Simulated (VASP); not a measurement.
Here is a VASP 6.6.1 calculation.

INCAR

```
  PREC = Accurate
  ENCUT = 600
  EDIFF = 1E-6
  ISMEAR = 0
  SIGMA = 0.1
  LREAL = F
  LASPH = T
  NELM = 80
  ALGO = Normal
  ISIF = 3
  LWAVE = F
  LCHARG = F
  GGA = PE
  IBRION = 2
  NSW = 100
  EDIFFG = -0.01
```

The input KPOINTS:

```
Automatic mesh
0
Gamma
  12 12 8
```

File POSCAR:

```
BiH4
1.0
    3.3082122969      0.0000000000      0.0000000000
    0.0000000000      3.3082122969      0.0000000000
    0.0000000000      0.0000000000      4.3946181727
Bi H
1 4
Direct
    0.0000000000      0.0000000000      0.0000000000
    0.0000000000      0.0000000000      0.5000000000
    0.5000000000      0.5000000000      0.0000000000
    0.0000000000      0.5000000000      0.5000000000
    0.5000000000      0.0000000000      0.5000000000
```

Potentials or basis: VASP PAW PBE potentials, release 64 (Bi_d, H).

Command:

```bash
$ cat potpaw_PBE.64/Bi_d/POTCAR potpaw_PBE.64/H/POTCAR > POTCAR
$ mpirun -np 1 vasp_std > vasp.out
```

Task: Estimate the band gap on the k mesh.

Result: Zero (an odd number of electrons rules out a gap without spin polarisation).

Task: What does it give for the relaxed cell?

Result: a = 3.328 Å, b = 3.328 Å, c = 4.372 Å, α = 90.00°, β = 90.00°, γ = 90.00°.

Stress tensor (GPa, compression positive):
```
-0.03  0.00  0.00
 0.00 -0.03  0.00
 0.00  0.00 -0.16
```

Caveat: spin-orbit coupling is left out, which moves the levels of the heavy elements.
